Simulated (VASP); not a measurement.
# Sb2Pt in VASP: a series of runs

Sb2Pt is run at these levels: PBE; tasks: relaxation of cell and atoms, relaxation of shape and atoms at fixed volume, single point.

Program: VASP 6.6.1. These are calculated values, not measurements. Logs are shortened: lines on timing, memory, paths and dates and some standing lists are left out, and cuts for length are marked.

### Step 1. The cell of the first run

Symmetry: P-3m1, No. 164, trigonal system. The conventional cell has a = 3.609 Å, b = 3.609 Å, c = 5.822 Å, α = 90.00°, β = 90.00°, γ = 120.00°. Within 3.4 Å of Pt (site symmetry -3m) lie 6 Sb at 2.55 Å. Within 3.4 Å of Sb (site symmetry 3m) lie 3 Pt at 2.55 Å.

### Step 2. Relaxation of cell and atoms, PBE

Input file INCAR:

```
ALGO = Normal
EDIFF = 1E-6
EDIFFG = -0.01
ENCUT = 600
GGA = PE
IBRION = 2
ISIF = 3
ISMEAR = 0
LASPH = T
LCHARG = F
LREAL = F
LWAVE = F
NELM = 100
NSW = 80
PREC = Accurate
SIGMA = 0.05
```

Input file KPOINTS:

```
k-points
0
Gamma
  12 12 6
```

Input file POSCAR:

```
Sb2Pt
1.0
    3.6087766206      0.0000000000      0.0000000000
   -1.8043883103      3.1252922300      0.0000000000
    0.0000000000      0.0000000000      5.8217056803
Pt Sb
1 2
Direct
    0.0000000000      0.0000000000      0.0000000000
    0.3333333333      0.6666666667      0.2520000000
    0.6666666667      0.3333333333      0.7480000000
```

Potentials or basis: VASP PAW PBE potentials, release 64 (Pt, Sb).

Run with:

```sh
cat potpaw_PBE.64/Pt/POTCAR potpaw_PBE.64/Sb/POTCAR > POTCAR
mpirun -np 1 vasp_std > vasp.out
```

OUTCAR:

```text
EDIFF = 1E-6
   EDIFFG = -0.01
   ENCUT = 600
   GGA = PE
   IBRION = 2
   ISIF = 3
   ISMEAR = 0
   LASPH = T
   LREAL = F
   NELM = 100
   NSW = 80
   PREC = Accurate

 ion  position               nearest neighbor table
   1  0.000  0.000  0.000-   2 2.55   3 2.55   2 2.55   3 2.55   3 2.55   2 2.55
   2  0.333  0.667  0.252-   1 2.55   1 2.55   1 2.55   3 3.56   3 3.56   3 3.56   3 3.60   3 3.60
                             3 3.60
   3  0.667  0.333  0.748-   1 2.55   1 2.55   1 2.55   2 3.56   2 3.56   2 3.56   2 3.60   2 3.60
                             2 3.60

  LATTYP: Found a hexagonal cell.
 ALAT       =     3.6087766206
 C/A-ratio  =     1.6132075471

  Lattice vectors:

 A1 = (   3.6087766206,   0.0000000000,   0.0000000000)
 A2 = (  -1.8043883103,   3.1252922300,   0.0000000000)
 A3 = (   0.0000000000,   0.0000000000,   5.8217056803)

Analysis of symmetry for initial positions (statically):
=====================================================================
 Subroutine PRICEL returns:
 Original cell was already a primitive cell.

 Routine SETGRP: Setting up the symmetry group for a
 hexagonal supercell.

 Subroutine GETGRP returns: Found 12 space group operations
 (whereof 12 operations were pure point group operations)
 out of a pool of 24 trial point group operations.

The static configuration has the point symmetry D_3d.

Analysis of symmetry for dynamics (positions and initial velocities):
=====================================================================
 Subroutine PRICEL returns:
 Original cell was already a primitive cell.

 Routine SETGRP: Setting up the symmetry group for a
 hexagonal supercell.

 Subroutine GETGRP returns: Found 12 space group operations
 (whereof 12 operations were pure point group operations)
 out of a pool of 24 trial point group operations.

The dynamic configuration has the point symmetry D_3d.

 Subroutine INISYM returns: Found 12 space group operations
 (whereof 12 operations are pure point group operations),
 and found     1 'primitive' translations

----------------------------------------------------------------------------------------

                                     Primitive cell

  volume of cell :      65.6600

  direct lattice vectors                    reciprocal lattice vectors
     3.608776621  0.000000000  0.000000000     0.277102216  0.159985039  0.000000000
    -1.804388310  3.125292230  0.000000000     0.000000000  0.319970078  0.000000000
     0.000000000  0.000000000  5.821705680     0.000000000  0.000000000  0.171770965

  length of vectors
     3.608776621  3.608776621  5.821705680     0.319970078  0.319970078  0.171770965

  position of ions in fractional coordinates (direct lattice)
     0.000000000  0.000000000  0.000000000
     0.333333333  0.666666667  0.252000000
     0.666666667  0.333333333  0.748000000

  ion indices of the primitive-cell ions
   primitive index   ion index
                 1           1
                 2           2
                 3           3

----------------------------------------------------------------------------------------

 KPOINTS: k-points

Automatic generation of k-mesh.
 Grid dimensions read from file:
 generate k-points for:   12   12    6

 Generating k-lattice:

  Cartesian coordinates                     Fractional coordinates (reciprocal lattice)
     0.023091851  0.013332087  0.000000000     0.083333333  0.000000000  0.000000000
     0.000000000  0.026664173  0.000000000     0.000000000  0.083333333  0.000000000
     0.000000000  0.000000000  0.028628494     0.000000000  0.000000000  0.166666667

  Length of vectors
     0.026664173  0.026664173  0.028628494

  Shift w.r.t. Gamma in fractional coordinates (k-lattice)
     0.000000000  0.000000000  0.000000000

 Subroutine IBZKPT returns following result:
 ===========================================

 Found    100 irreducible k-points:

 Following reciprocal coordinates:
            Coordinates               Weight
  0.000000  0.000000  0.000000      1.000000
  0.083333 -0.000000  0.000000      6.000000
  0.166667 -0.000000  0.000000      6.000000
  0.250000  0.000000  0.000000      6.000000
  0.333333 -0.000000  0.000000      6.000000
  0.416667 -0.000000  0.000000      6.000000
[... 16 lines left out ...]
  0.166667 -0.000000  0.166667      6.000000
  0.000000  0.166667  0.166667      6.000000
 [... further k-points ...]
   k-points           NKPTS =    100   k-points in BZ     NKDIM =    100   number of bands    NBANDS=     14
   number of dos      NEDOS =    301   number of ions     NIONS =      3
   total plane-waves  NPLWV =  43200
   dimension x,y,z NGX =    30 NGY =   30 NGZ =   48
   dimension x,y,z NGXF=    60 NGYF=   60 NGZF=   96
   ions per type =               1   2
   NGX,Y,Z   is equivalent  to a cutoff of  13.82, 13.82, 13.71 a.u.
   NGXF,Y,Z  is equivalent  to a cutoff of  27.64, 27.64, 27.41 a.u.
 SYSTEM =  unknown system
   PREC   = accura    normal or accurate (medium, high low for compatibility)
   ISTART =      0    job   : 0-new  1-cont  2-samecut
   ICHARG =      2    charge: 1-file 2-atom 10-const
   ISPIN  =      1    spin polarized calculation?
   LNONCOLLINEAR =      F non collinear calculations
   LSORBIT =      F    spin-orbit coupling
   LASPH  =      T    aspherical Exc in radial PAW
   ENCUT  =  600.0 eV  44.10 Ry    6.64 a.u.   7.21  7.21 11.63*2*pi/ulx,y,z
   NELM   =    100;   NELMIN=  2; NELMDL= -5     # of ELM steps
   EDIFF  = 0.1E-05   stopping-criterion for ELM
   LREAL  =      F    real-space projection
   EDIFFG = -.1E-01   stopping-criterion for IOM
   NSW    =     80    number of steps for IOM
   IBRION =      2    ionic relax: 0-MD 1-quasi-New 2-CG
   NFREE  =      1    steps in history (QN), initial steepest desc. (CG)
   ISIF   =      3    stress and relaxation
   ISYM   =      2    0-nonsym 1-usesym 2-fastsym
   POTIM  = 0.5000    time-step for ionic-motion
   TEBEG  =    0.0;   TEEND  =   0.0 temperature during run
   PSTRESS=    0.0 pullay stress
   NELECT =      20.0000    total number of electrons
   NUPDOWN=      -1.0000    fix difference up-down
   EMIN   =  10.00;   EMAX   =-10.00  energy-range for DOS
   EFERMI =   0.00;   METHOD = LEGACY
   ISMEAR =     0;   SIGMA  =   0.05  broadening in eV -4-tet -1-fermi 0-gaus
   EFERMI_NEDOS =   21; number of points for ismear=-14 and -15
   IALGO  =     38    algorithm
   IMIX   =      4    mixing-type and parameters
     AMIX     =   0.40;   BMIX     =  1.00
     AMIX_MAG =   1.60;   BMIX_MAG =  1.00
  volume/ion in A,a.u.               =      21.89       147.70
  Fermi-wavevector in a.u.,A,eV,Ry     =   1.101500  2.081533 16.507982  1.213302
  Thomas-Fermi vector in A             =   2.237928
   LORBIT       =      0    0 simple, 1 ext, 2 COOP (PROOUT), +10 PAW based schemes
   GGA     = PE    functional components
   LHFCALC =     F    Hartree Fock is set to
   AEXX    =    0.0000 exact exchange contribution
   IVDW    =     0    specifies the selected vdW correction
   LEPSILON=     F    determine dielectric tensor
   LRPA    =     F    only Hartree local field effects (RPA)
 conjugate gradient relaxation of ions
 non-spin polarized calculation
 Gauss-broadening in eV      SIGMA  =   0.05
  energy-cutoff  :      600.00
  volume of cell :       65.66
 maximum number of plane-waves:      2208
 NGX is ok and might be reduce to    30
   NGX = 15   NGY = 15   NGZ = 23

--------------------------------------- Ionic step        1  -------------------------------------------

 number of electron      20.0000000 magnetization

 Free energy of the ion-electron system (eV)
  ---------------------------------------------------
  ext. energy  EPLUGINS =         0.00000000
  ---------------------------------------------------
  free energy    TOTEN  =       -14.31282907 eV

  energy without entropy =      -14.31085203  energy(sigma->0) =      -14.31184055

------------------------ aborting loop because EDIFF is reached ----------------------------------------

  FORCE on cell =-STRESS in cart. coord.  units (eV):
  Direction    XX          YY          ZZ          XY          YZ          ZX
  --------------------------------------------------------------------------------------
  -------------------------------------------------------------------------------------
  Total       11.5868873     11.5868873      6.9515841      0.0000000      0.0000000      0.0000000
  in kB      282.7329917    282.7329917    169.6264156      0.0000000      0.0000000      0.0000000
  external PRESSURE =     245.0307997 kB  Pullay stress =       0.0000000 kB
[... 24 lines left out ...]
--------------------------------------- Ionic step        2  -------------------------------------------

 number of electron      19.9999999 magnetization

 E-fermi :   4.1773     XC(G=0):  -9.0079

 val. band max:        4.1704337880   @ k =   0.2500   0.0000   0.5000
 cond. band min:       4.1803097967   @ k =   0.0000   0.3333   0.1667
 fundamental gap:      0.0098760087
 Fermi energy:         4.1772679612

 k-point     1 :       0.0000    0.0000    0.0000
  band No.  band energies     occupation
      1      -5.7560      2.00000
      2      -3.9812      2.00000
      3       0.1216      2.00000
      4       1.4611      2.00000
      5       1.4611      2.00000
      6       2.2685      2.00000
      7       2.2685      2.00000
      8       2.5041      2.00000
      9       5.6582      0.00000
     10       5.6582      0.00000
     11       6.1423      0.00000
     12       6.1423      0.00000
     13       6.2454      0.00000
     14       8.8280      0.00000
[... 458 lines left out ...]
  FREE ENERGIE OF THE ION-ELECTRON SYSTEM (eV)
  ---------------------------------------------------
  free  energy   TOTEN  =       -15.1730220264 eV

  energy  without entropy=      -15.1694877732  energy(sigma->0) =      -15.17125490

[... ionic steps 4 to 11 ...]

--------------------------------------- Ionic step       12  -------------------------------------------

 number of electron      20.0000000 magnetization

------------------------ aborting loop because EDIFF is reached ----------------------------------------
[... 69 lines left out ...]
--------------------------------------- Ionic step       14  -------------------------------------------

 number of electron      19.9999998 magnetization

 Free energy of the ion-electron system (eV)
  ---------------------------------------------------
  ext. energy  EPLUGINS =         0.00000000
  ---------------------------------------------------
  free energy    TOTEN  =       -15.35753580 eV

  energy without entropy =      -15.35423195  energy(sigma->0) =      -15.35588388

 E-fermi :   7.9255     XC(G=0): -10.4913

 val. band max:        7.9233823237   @ k =   0.2500   0.0000   0.3333
 cond. band min:       7.9268407404   @ k =   0.3333   0.0833   0.0000
 fundamental gap:      0.0034584168
 Fermi energy:         7.9254668489

 k-point     1 :       0.0000    0.0000    0.0000
  band No.  band energies     occupation
      1      -4.0541      2.00000
      2       0.1808      2.00000
      3       2.3170      2.00000
      4       3.3314      2.00000
      5       3.3314      2.00000
      6       4.8445      2.00000
      7       4.8445      2.00000
      8       6.0242      2.00000
      9       9.5667      0.00000
     10       9.5667      0.00000
     11      10.5266      0.00000
     12      10.5266      0.00000
     13      11.7479      0.00000
     14      11.9799      0.00000
[... 421 lines left out ...]
  FREE ENERGIE OF THE ION-ELECTRON SYSTEM (eV)
  ---------------------------------------------------
  free  energy   TOTEN  =       -15.3575358008 eV

  energy  without entropy=      -15.3542319549  energy(sigma->0) =      -15.35588388

 reached required accuracy - stopping structural energy minimisation
```

Run time: 7.7 min. Hardware: 1 thread of Intel Xeon Platinum 8559C (Emerald Rapids), shared host; peak memory 0.3 GiB.

What came out:

```yaml
Free_energy: -15.3575 eV
Relaxed_volume: 24.50 Å³/atom
Relaxed_cell: a = 4.026 Å, b = 4.026 Å, c = 5.237 Å, α = 90.00°, β = 90.00°, γ = 120.00°
Space_group_after_relaxing_to_0.1_Å: P-3m1 (No. 164)
Energy_gained_by_relaxing: 348.2 meV/atom
Ionic_steps: 14
Pressure_after_relaxing: 0.0 GPa
Band_gap_on_the_k_mesh: zero (bands 10 and 11 overlap by 3.44 eV)
```

Step by step:
```
step  energy change (eV)  largest force (eV/Å)  pressure (GPa)  volume (Å³)
   1              0.0000                2.7544           24.50        65.66
   2              0.9007                1.6019          -14.11       102.74
   3             -0.8602                0.1164           -2.31        77.86
   4             -0.8676                0.0151           -1.13        76.94
   5             -0.8683                0.0708           -0.64        76.57
   6             -0.9309                0.1497           -0.54        75.98
   7             -1.0149                0.1257           -0.09        74.62
   8             -0.9876                0.1088            2.24        71.03
   9             -1.0421                0.0958            0.49        73.43
  10             -1.0433                0.0651            0.78        72.95
  11             -1.0436                0.0738            0.72        73.05
  12             -1.0361                0.1896           -1.77        74.74
  13             -1.0447                0.0012            0.02        73.50
  14             -1.0447                0.0001            0.01        73.51
```

Final structure:
```
Pt Sb
1.0
     4.02596    0.00000    0.00000
    -2.01298    3.48658    0.00000
     0.00000    0.00000    5.23660
Pt Sb
1 2
Direct
  0.00000 0.00000 0.00000
  0.33333 0.66667 0.26479
  0.66667 0.33333 0.73521
```

Caveat: spin-orbit coupling is left out, which moves the levels of the heavy elements.

(Continued in part 2 of 2.)
